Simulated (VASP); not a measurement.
Here is a VASP 6.6.1 calculation.

Contents of INCAR:

```
SYSTEM = Ru3C2
  PREC = Accurate
  ENCUT = 600
  EDIFF = 1E-6
  ISMEAR = 0
  SIGMA = 0.1
  LREAL = .False.
  LASPH = .True.
  NELM = 100
  ALGO = Normal
  ISIF = 3
  LWAVE = .False.
  LCHARG = .False.
  GGA = PE
  IBRION = 2
  NSW = 90
  EDIFFG = -0.04
```

The input KPOINTS:

```
regular mesh
0
Gamma
  6 6 4
  0 0 0
```

The input POSCAR:

```
Ru3C2
1.0
    3.3975190820      0.0000000000      0.0000000000
   -1.6987595410      2.9423378348      0.0000000000
    0.0000000000      0.0000000000      5.2859878103
Ru C
3 2
Direct
    0.0000000000      0.0000000000      0.0000000000
    0.3333333333      0.6666666667      0.6450000000
    0.6666666667      0.3333333333      0.3550000000
    0.3333333333      0.6666666667      0.2450000000
    0.6666666667      0.3333333333      0.7550000000
```

Potentials or basis: VASP PAW PBE potentials, release 64 (Ru_pv, C).

Command:

```console
$ cat potpaw_PBE.64/Ru_pv/POTCAR potpaw_PBE.64/C/POTCAR > POTCAR
$ mpirun -np 1 vasp_std > vasp.out
```

Predict the relaxed volume.

11.21 Å³/atom.

Estimate the relaxed cell.

a = 3.232 Å, b = 3.232 Å, c = 6.198 Å, α = 90.00°, β = 90.00°, γ = 120.00°.

Estimate the band gap on the k mesh.

zero (band 25 reaches 11.76 eV, above the bottom of band 26 at 10.99 eV).

Stress tensor (GPa, compression positive):
```
-0.16  0.00  0.00
 0.00 -0.16  0.00
 0.00  0.00  0.09
```
